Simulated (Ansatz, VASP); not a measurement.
## One calculation of Lu3Sc2O, two programs

Contents of INCAR:

```
PREC = Accurate
ENCUT = 600
EDIFF = 1E-6
ISMEAR = 0
SIGMA = 0.1
LREAL = False
LASPH = True
NELM = 80
ALGO = Normal
ISIF = 3
LWAVE = False
LCHARG = False
GGA = PE
IBRION = 2
NSW = 90
EDIFFG = -0.04
```

The input KPOINTS:

```
Automatic mesh
0
Gamma
  6 6 2
```

The input POSCAR:

```
Lu3Sc2O
1.0
    4.1627788200      0.0000000000      0.0000000000
   -2.0813894100      3.6050722100      0.0000000000
    0.0000000000      0.0000000000      9.2763057200
Lu Sc O
3 2 1
Direct
    0.0000000000      0.0000000000      0.0000000000
    0.3333333300      0.6666666700      0.5000000000
    0.3333333300      0.6666666700      0.0000000000
    0.6666666700      0.3333333300      0.7522701000
    0.6666666700      0.3333333300      0.2477299000
    0.0000000000      0.0000000000      0.5000000000
```

Input for Ansatz:

```yaml
crystal:
  lattice:
    - [4.16277882, 0.0, 0.0]
    - [-2.08138941, 3.60507221, 0.0]
    - [0.0, 0.0, 9.27630572]
  atoms:
    - { symbol: Lu, position: [0.0, 0.0, 0.0] }
    - { symbol: Lu, position: [0.33333333, 0.66666667, 0.5] }
    - { symbol: Lu, position: [0.33333333, 0.66666667, 0.0] }
    - { symbol: Sc, position: [0.66666667, 0.33333333, 0.7522701] }
    - { symbol: Sc, position: [0.66666667, 0.33333333, 0.2477299] }
    - { symbol: O, position: [0.0, 0.0, 0.5] }
basis:
  ecutwfc: 420
kpoints:
  mp_grid: { grid: [6, 6, 2] }
hamiltonian:
  xc: pbe
scf:
  occupations: { method: gaussian, width: 0.1 }
  lower_state_search: "off"
output:
  forces: true
  stress: true
  eigenvalues: true
relax:
  adjacent_minimum: "off"
  f_tol: 0.04
  max_steps: 70
  cell: { stress_tol: 0.4 }
```

Change from the starting cell: species swapped into the Sr2AlGa3 type (P-6m2, No. 187).

Alike in both runs: task relaxation of cell and atoms; functional PBE; k mesh 6 × 6 × 2; occupations gaussian, width 0.1 eV; no spin polarisation.

|  | VASP | Ansatz |
| --- | --- | --- |
| version | VASP 6.6.1 | Ansatz 0.2.0 |
| potentials or method | VASP PAW PBE potentials, release 64 (Lu, Sc_sv, O), cutoff 600 eV | scalar-relativistic, plane waves, PAW |
| valence electrons in the cell | 103 | 103 |

```tsv
	VASP	Ansatz	Ansatz less VASP
gap on the k mesh at the Fermi level, each at its own relaxed structure (eV)	none	none	-
relaxed volume (Å³/atom)	23.69	23.68	-0.012
relaxed length of the cell vector where the two differ most in proportion (Å)	6.424	6.375	-0.0492
```

A gap of «none» marks a metal or a gap that the smearing closes.

Neither program's run includes spin-orbit coupling.
